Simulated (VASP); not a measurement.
The system is CaO.

```
Ca O
1.0
     0.00000    2.58066    2.64787
     2.58066    0.00000    2.64787
     2.58066    2.58066    0.00000
Ca O
1 1
Direct
  0.00000 0.00000 0.00000
  0.25000 0.25000 0.25000
```

This cell differs from its parent crystal: epitaxial xy strain -1.0%.

Base run:

```yaml
Program: VASP 6.6.1
Functional: PBE
Potentials_or_basis: VASP PAW PBE potentials, release 64 (Ca_sv, O)
Cutoff: 520 eV
k_mesh: 8 × 8 × 8
Occupations: fermi-dirac, width 0.02 eV
Spin: no spin polarisation
```

Its results: band gap on the k mesh 3.32 eV (least direct gap 3.96 eV); pressure 2.2 GPa.

Task: The run is repeated on the same cell with these changes: functional from PBE to r2SCAN; occupations from fermi-dirac, width 0.02 eV to gaussian, width 0.01 eV. What comes out?

Result: Band gap on the k mesh 3.72 eV (least direct gap 4.37 eV); pressure 1.2 GPa.

Caveats: the PAW data sets were made with another functional, which shifts forces and pressure a little (at least some runs).

A k mesh can miss the band edges.
